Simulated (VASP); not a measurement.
The system is Sc3S.

```xyz
8
Lattice="6.1311 0.0000 0.0000 -3.0655 5.3096 0.0000 0.0000 0.0000 4.9211" Properties=species:S:1:pos:R:3 pbc="T T T"
Sc    3.0655    3.5362    1.2303
Sc   -1.5297    4.4229    3.6908
Sc    1.5358    0.8867    1.2303
Sc    0.0000    1.7734    3.6908
Sc    4.5952    0.8867    1.2303
Sc    1.5297    4.4229    3.6908
S     0.0000    3.5398    1.2303
S     3.0655    1.7699    3.6908
```

- Program: VASP 6.6.1
- Task: relaxation of cell and atoms
- Functional: PBE
- Potentials or basis: VASP PAW PBE potentials, release 64 (Sc_sv, S)
- Cutoff: 600 eV
- k mesh: 3 × 3 × 4
- Occupations: gaussian, width 0.1 eV
- Spin: no spin polarisation

At the start: pressure -1.6 GPa; volume 20.03 Å³/atom.

Where does the relaxation end?

Over 6 steps the energy falls by 16.1 meV/atom and the volume is 19.17 Å³/atom (-4.3 %); space group P6_3/mmc (No. 194, to 0.05 Å).

The path:
| step | energy change (eV) | largest force (eV/Å) | pressure (GPa) | volume (Å³) |
| --- | --- | --- | --- | --- |
| 1 | 0.0000 | 0.4832 | -1.63 | 160.20 |
| 2 | -0.0863 | 0.2876 | -0.43 | 155.52 |
| 3 | -0.1080 | 0.1046 | 0.69 | 151.77 |
| 4 | -0.1224 | 0.0165 | 0.13 | 152.95 |
| 5 | -0.1244 | 0.0802 | -0.16 | 153.60 |
| 6 | -0.1291 | 0.0252 | -0.06 | 153.37 |

Final structure:
```xyz
8
Lattice="6.1073 0.0000 0.0000 -3.0536 5.2891 0.0000 0.0000 0.0000 4.7480" Properties=species:S:1:pos:R:3 pbc="T T T"
Sc    3.0536    3.4654    1.1870
Sc   -1.4743    4.3773    3.5610
Sc    1.5793    0.9118    1.1870
Sc    0.0000    1.8236    3.5610
Sc    4.5280    0.9118    1.1870
Sc    1.4743    4.3773    3.5610
S     0.0000    3.5260    1.1870
S     3.0536    1.7630    3.5610
```

Caveat: the k points lie up to 0.40 Å⁻¹ apart in the final cell.
